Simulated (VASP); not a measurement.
# SnOs2 (P6/mmm) in VASP: notebook

SnOs2 is run at these levels: PBE; tasks: single point, relaxation of cell and atoms.

Program: VASP 6.6.1. These are calculated values, not measurements. Logs are shortened: lines on timing, memory, paths and dates and some standing lists are left out, and cuts for length are marked.

**1. The cell of the first run**

It takes space group P6/mmm (No. 191, hexagonal). Conventional cell: a = 4.394 Å, b = 4.394 Å, c = 3.074 Å, α = 90.00°, β = 90.00°, γ = 120.00°. Within 3.9 Å of Sn (site symmetry 6/mmm) lie 12 Os at 2.97 Å and 2 Sn at 3.07 Å. Os (site symmetry -6m2) has 5 Os at 2.54 to 3.07 Å and 6 Sn at 2.97 Å within 3.3 Å.

**2. Single point, PBE**

Contents of INCAR:

```
SYSTEM = SnOs2
PREC = Accurate
ENCUT = 520
EDIFF = 1E-6
ISMEAR = 0
SIGMA = 0.1
LREAL = .False.
LASPH = .True.
NELM = 80
ALGO = Fast
ISIF = 2
LWAVE = .False.
LCHARG = .True.
GGA = PE
LELF = .True.
LVHAR = .True.
NBANDS = 22
```

Contents of KPOINTS:

```
Automatic mesh
0
Gamma
  12 12 14
  0 0 0
```

Contents of POSCAR:

```
SnOs2
1.0
    4.3941309416      0.0000000000      0.0000000000
   -2.1970654708      3.8054290230      0.0000000000
    0.0000000000      0.0000000000      3.0741848371
Sn Os
1 2
Direct
    0.0000000000      0.0000000000      0.0000000000
    0.3333333333      0.6666666667      0.5000000000
    0.6666666667      0.3333333333      0.5000000000
```

Potentials or basis: VASP PAW PBE potentials, release 64 (Sn_d, Os).

The run is started by

```
$ cat potpaw_PBE.64/Sn_d/POTCAR potpaw_PBE.64/Os/POTCAR > POTCAR
$ mpirun -np 1 vasp_std > vasp.out
```

OUTCAR:

```text
SYSTEM = SnOs2
   PREC = Accurate
   ENCUT = 520
   EDIFF = 1E-6
   ISMEAR = 0
   LREAL = .False.
   LASPH = .True.
   NELM = 80
   ISIF = 2
   GGA = PE

 ion  position               nearest neighbor table
   1  0.000  0.000  0.000-   2 2.97   3 2.97   2 2.97   3 2.97   3 2.97   3 2.97   2 2.97   2 2.97
                             3 2.97   3 2.97   2 2.97   2 2.97
   2  0.333  0.667  0.500-   3 2.54   3 2.54   3 2.54   1 2.97   1 2.97   1 2.97   1 2.97   1 2.97
                             1 2.97
   3  0.667  0.333  0.500-   2 2.54   2 2.54   2 2.54   1 2.97   1 2.97   1 2.97   1 2.97   1 2.97
                             1 2.97

  LATTYP: Found a hexagonal cell.
 ALAT       =     4.3941309416
 C/A-ratio  =     0.6996115678

  Lattice vectors:

 A1 = (   4.3941309416,   0.0000000000,   0.0000000000)
 A2 = (  -2.1970654708,   3.8054290230,   0.0000000000)
 A3 = (   0.0000000000,   0.0000000000,   3.0741848371)

Analysis of symmetry for initial positions (statically):
=====================================================================
 Subroutine PRICEL returns:
 Original cell was already a primitive cell.

 Routine SETGRP: Setting up the symmetry group for a
 hexagonal supercell.

 Subroutine GETGRP returns: Found 24 space group operations
 (whereof 24 operations were pure point group operations)
 out of a pool of 24 trial point group operations.

The static configuration has the point symmetry D_6h.

Analysis of symmetry for dynamics (positions and initial velocities):
=====================================================================
 Subroutine PRICEL returns:
 Original cell was already a primitive cell.

 Routine SETGRP: Setting up the symmetry group for a
 hexagonal supercell.

 Subroutine GETGRP returns: Found 24 space group operations
 (whereof 24 operations were pure point group operations)
 out of a pool of 24 trial point group operations.

The dynamic configuration has the point symmetry D_6h.

 Subroutine INISYM returns: Found 24 space group operations
 (whereof 24 operations are pure point group operations),
 and found     1 'primitive' translations

----------------------------------------------------------------------------------------

                                     Primitive cell

  volume of cell :      51.4051

[... 86 lines left out ...]
   LSORBIT =      F    spin-orbit coupling
   LASPH  =      T    aspherical Exc in radial PAW
   ENCUT  =  520.0 eV  38.22 Ry    6.18 a.u.   8.17  8.17  5.72*2*pi/ulx,y,z
   NELM   =     80;   NELMIN=  2; NELMDL= -5     # of ELM steps
   EDIFF  = 0.1E-05   stopping-criterion for ELM
   LREAL  =      F    real-space projection
   EDIFFG = 0.1E-04   stopping-criterion for IOM
   NSW    =      0    number of steps for IOM
   IBRION =     -1    ionic relax: 0-MD 1-quasi-New 2-CG
   NFREE  =      0    steps in history (QN), initial steepest desc. (CG)
   ISIF   =      2    stress and relaxation
   ISYM   =      2    0-nonsym 1-usesym 2-fastsym
   POTIM  = 0.5000    time-step for ionic-motion
   TEBEG  =    0.0;   TEEND  =   0.0 temperature during run
   PSTRESS=    0.0 pullay stress
   NELECT =      30.0000    total number of electrons
   NUPDOWN=      -1.0000    fix difference up-down
   EMIN   =  10.00;   EMAX   =-10.00  energy-range for DOS
   EFERMI =   0.00;   METHOD = LEGACY
   ISMEAR =     0;   SIGMA  =   0.10  broadening in eV -4-tet -1-fermi 0-gaus
   EFERMI_NEDOS =   21; number of points for ismear=-14 and -15
   IALGO  =     68    algorithm
   IMIX   =      4    mixing-type and parameters
     AMIX     =   0.40;   BMIX     =  1.00
     AMIX_MAG =   1.60;   BMIX_MAG =  1.00
  volume/ion in A,a.u.               =      17.14       115.63
  Fermi-wavevector in a.u.,A,eV,Ry     =   1.368085  2.585306 25.465430  1.871656
  Thomas-Fermi vector in A             =   2.494080
   LORBIT       =      0    0 simple, 1 ext, 2 COOP (PROOUT), +10 PAW based schemes
   GGA     = PE    functional components
   LHFCALC =     F    Hartree Fock is set to
   AEXX    =    0.0000 exact exchange contribution
   IVDW    =     0    specifies the selected vdW correction
   LEPSILON=     F    determine dielectric tensor
   LRPA    =     F    only Hartree local field effects (RPA)
 non-spin polarized calculation
 RMM-DIIS sequential band-by-band and
 Gauss-broadening in eV      SIGMA  =   0.10
  energy-cutoff  :      520.00
  volume of cell :       51.41
 maximum number of plane-waves:      1416
 NGX is ok and might be reduce to    36
   NGX = 17   NGY = 17   NGZ = 11

 number of electron      29.9999994 magnetization

 Free energy of the ion-electron system (eV)
  ---------------------------------------------------
  ext. energy  EPLUGINS =         0.00000000
  ---------------------------------------------------
  free energy    TOTEN  =       -24.07754351 eV

  energy without entropy =      -24.06318061  energy(sigma->0) =      -24.07036206

 E-fermi :   9.6005     XC(G=0): -12.7713

 val. band max:        9.5921646554   @ k =   0.4167   0.1667   0.4286
 cond. band min:       9.6053060039   @ k =   0.4167   0.1667   0.3571
 fundamental gap:      0.0131413485
 Fermi energy:         9.6004884424

 k-point     1 :       0.0000    0.0000    0.0000
  band No.  band energies     occupation
      1     -12.4911      2.00000
      2     -12.2315      2.00000
      3     -12.2315      2.00000
      4     -12.2297      2.00000
      5     -12.2297      2.00000
      6      -2.3201      2.00000
[... 589 lines left out ...]
     21      17.1210      0.00000
     22      19.2242      0.00000

 [... further k-points ...]

------------------------ aborting loop because EDIFF is reached ----------------------------------------

  FORCE on cell =-STRESS in cart. coord.  units (eV):
  Direction    XX          YY          ZZ          XY          YZ          ZX
  --------------------------------------------------------------------------------------
  -------------------------------------------------------------------------------------
  Total        0.0282682      0.0282682      0.0606984      0.0000000      0.0000000     -0.0000000
  in kB        0.8810521      0.8810521      1.8918257      0.0000000      0.0000000     -0.0000000
  external PRESSURE =       1.2179766 kB  Pullay stress =       0.0000000 kB

 VOLUME and BASIS-vectors are now :
 -----------------------------------------------------------------------------
  energy-cutoff  :      520.00
  volume of cell :       51.41
      direct lattice vectors                 reciprocal lattice vectors
     4.394130942  0.000000000  0.000000000     0.227576286  0.131391230  0.000000000
    -2.197065471  3.805429023  0.000000000     0.000000000  0.262782460  0.000000000
     0.000000000  0.000000000  3.074184837     0.000000000  0.000000000  0.325289484

 POSITION                                       TOTAL-FORCE (eV/Angst)
 -----------------------------------------------------------------------------------
      0.00000      0.00000      0.00000         0.000000      0.000000      0.000000
     -0.00000      2.53695      1.53709        -0.000000      0.000000     -0.000000
      2.19707      1.26848      1.53709         0.000000     -0.000000      0.000000
 -----------------------------------------------------------------------------------
    total drift:                               -0.000000     -0.000000     -0.000000

  FREE ENERGIE OF THE ION-ELECTRON SYSTEM (eV)
  ---------------------------------------------------
  free  energy   TOTEN  =       -24.0775435095 eV

  energy  without entropy=      -24.0631806140  energy(sigma->0) =      -24.07036206
```

It took 4.2 min on 1 thread of Intel Xeon 8259CL, shared host; peak memory 0.3 GiB.

Results:

```yaml
Free_energy: -24.0775 eV
Pressure: 0.1 GPa
Band_gap_on_the_k_mesh: zero (bands 15 and 16 overlap by 1.52 eV)
```

Caveat: spin-orbit coupling is left out, which moves the levels of the heavy elements.

**3. Relaxation of cell and atoms, PBE**

This run uses another cell than the first one, of 17.32 Å³/atom.

Contents of INCAR:

```
SYSTEM = SnOs2
ALGO = Fast ; EDIFF = 1E-6
EDIFFG = -0.01 ; ENCUT = 600
GGA = PE ; IBRION = 2
ISIF = 3 ; ISMEAR = 0
LASPH = .True. ; LCHARG = .False.
LREAL = .False. ; LWAVE = .False.
NELM = 80 ; NSW = 100
PREC = Accurate ; SIGMA = 0.1
```

Contents of KPOINTS:

```
k-points
0
Gamma
  12 12 14
  0 0 0
```

Contents of POSCAR:

```
SnOs2
1.0
    4.3712245077      0.0000000000      0.0000000000
   -2.1856122538      3.7855914693      0.0000000000
    0.0000000000      0.0000000000      3.1394932825
Sn Os
1 2
Direct
    0.0000000000      0.0000000000      0.0000000000
    0.3333333333      0.6666666667      0.5000000000
    0.6666666667      0.3333333333      0.5000000000
```

Potentials or basis: VASP PAW PBE potentials, release 64 (Sn_d, Os).

The run is started by

```
$ cat potpaw_PBE.64/Sn_d/POTCAR potpaw_PBE.64/Os/POTCAR > POTCAR
$ mpirun -np 1 vasp_std > vasp.out
```

Wall time 15 min (1 thread of Intel Xeon 8259CL, shared host); peak memory 0.35 GiB.

It converged, with:

* Free energy: -24.0782 eV
* Relaxed volume: 17.14 Å³/atom
* Relaxed cell: a = 4.393 Å, b = 4.393 Å, c = 3.076 Å, α = 90.00°, β = 90.00°, γ = 120.00°
* Space group after relaxing (to 0.1 Å): P6/mmm (No. 191)
* Energy gained by relaxing: 3.1 meV/atom
* Ionic steps: 5
* Pressure after relaxing: 0.0 GPa
* Band gap on the k mesh: zero (bands 15 and 16 overlap by 1.52 eV)

The path:
| step | energy change (eV) | largest force (eV/Å) | pressure (GPa) | volume (Å³) |
| --- | --- | --- | --- | --- |
| 1 | 0.0000 | 0.0000 | -0.30 | 51.95 |
| 2 | -0.0079 | 0.0000 | -0.51 | 51.70 |
| 3 | -0.0091 | 0.0000 | -0.59 | 51.57 |
| 4 | -0.0071 | 0.0000 | 1.86 | 51.00 |
| 5 | -0.0094 | 0.0000 | 0.03 | 51.42 |

Final structure:
```
Sn Os
1.0
     4.39332    0.00000    0.00000
    -2.19666    3.80473    0.00000
     0.00000    0.00000    3.07616
Sn Os
1 2
Direct
  0.00000 0.00000 0.00000
  0.33333 0.66667 0.50000
  0.66667 0.33333 0.50000
```

Levels at points of the mesh, in eV from the Fermi level:
| k point | band 13 | band 14 | band 15 | band 16 | band 17 | band 18 |
| --- | --- | --- | --- | --- | --- | --- |
| (0.00, 0.00, 0.00) | -2.01 | -2.01 | 0.31 | 0.43 | 0.43 | 4.34 |
| (0.50, 0.00, 0.00) | -2.16 | -2.09 | -0.18 | 0.29 | 0.92 | 1.26 |
| (0.00, 0.00, 0.50) | -2.55 | -2.22 | -2.22 | 0.63 | 2.09 | 4.17 |
| (0.50, 0.00, 0.50) | -0.28 | 0.19 | 0.54 | 1.13 | 1.85 | 2.00 |

Caveat: spin-orbit coupling is left out, which moves the levels of the heavy elements.
